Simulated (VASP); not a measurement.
# LaFePO: single point with PBEsol

LaFePO:

```
La Fe P O
1.0
     4.14868    0.00000    0.00000
     0.00000    4.14868    0.00000
     0.00000    0.00000    9.26316
La Fe P O
2 2 2 2
Direct
  0.50000 0.00000 0.13515
  0.00000 0.50000 0.86485
  0.00000 0.00000 0.50000
  0.50000 0.50000 0.50000
  0.50000 0.00000 0.66575
  0.00000 0.50000 0.33425
  0.00000 0.00000 0.00000
  0.50000 0.50000 0.00000
```

* Program: VASP 6.6.1
* Task: single point
* Functional: PBEsol
* Potentials or basis: VASP PAW PBE potentials, release 64 (La, Fe, P, O)
* Cutoff: 520 eV
* k mesh: 7 × 7 × 3
* Occupations: fermi-dirac, width 0.1 eV
* Spin: collinear spin, ferromagnetic start
* Starting moments: [0.0, 0.0, 3.5, 3.5, 0.0, 0.0, 0.0, 0.0] μB

| Property | Result |
| --- | --- |
| Pressure | -14.5 GPa |
| Largest force | 1.724 eV/Å |
| Net moment | 6.38 μB per cell |
| Site moments | La +0.02; Fe +2.98; P +0.03; O +0.01 μB |
| Valence electrons inside the program's atomic spheres | La 8.49; Fe 6.74; P 2.41; O 4.98 |

Forces in eV/Å, atoms in the order of the input:
```
La   0.000  0.000 -0.702
La   0.000  0.000  0.702
Fe   0.000  0.000  0.000
Fe   0.000  0.000  0.000
P    0.000  0.000 -1.724
P    0.000  0.000  1.724
O    0.000  0.000  0.000
O    0.000  0.000  0.000
```

Stress tensor (GPa, compression positive):
```
-15.05   0.00   0.00
  0.00 -15.05   0.00
  0.00   0.00 -13.26
```

Levels at points of the mesh, in eV from the Fermi level:
Spin up:
```csv
k point,band 30,band 31,band 32,band 33,band 34,band 35,band 36,band 37
"(0.00, 0.00, 0.00)",-1.14,-1.14,0.13,0.80,0.80,1.81,2.25,2.26
```
Spin down:
| k point | band 24 | band 25 | band 26 | band 27 | band 28 | band 29 |
| --- | --- | --- | --- | --- | --- | --- |
| (0.00, 0.00, 0.00) | -1.72 | -1.03 | 0.02 | 0.11 | 0.70 | 0.80 |

Run time: 16 min on 1 thread of Oxide Virtual Turin-like Processor, on a shared host, peak memory 0.43 GiB.

Caveat: the PAW data sets were made with another functional, which shifts forces and pressure a little; spin-orbit coupling is left out, which moves the levels of the heavy elements; only a ferromagnetic start was run, and an antiferromagnetic order may lie lower in energy. With open d or f shells a metallic result of PBEsol can be an artefact of self-interaction; +U or a hybrid may open a gap.
